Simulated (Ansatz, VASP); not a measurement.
# Au: VASP beside Ansatz

```
Au
1.0
     0.00000    2.04201    2.04201
     2.04201    0.00000    2.04201
     2.04201    2.04201    0.00000
Au
1
Direct
  0.00000 0.00000 0.00000
```

Alike in both runs: functional PBEsol; k mesh 18 × 18 × 18; occupations gaussian, width 0.1 eV; no spin polarisation.

Ansatz relaxed the structure, and its values are those at the end. VASP's run is a single point on that final structure, the one shown.

```csv
,VASP,Ansatz
version,VASP 6.6.1,Ansatz 0.2.0
potentials or method,"VASP PAW PBE potentials, release 64 (Au), cutoff 520 eV","scalar-relativistic, plane waves, PAW"
valence electrons in the cell,11,19
```

Ansatz gave:

* gap on the k mesh at the Fermi level (eV): none
* pressure (GPa): 0.0

Problem. Estimate VASP's values.

Solution. gap on the k mesh at the Fermi level (eV): none; pressure (GPa): -0.3.

VASP's potentials were made for PBE, not for PBEsol. A gap of «none» marks a metal or a gap that the smearing closes. With one functional, cell and mesh, what is left measures potentials, basis and numerics. VASP's potentials hold 11 valence electrons a cell and Ansatz's 19, so a difference there can come from the potentials and not from the codes.

Spin-orbit coupling is off throughout.
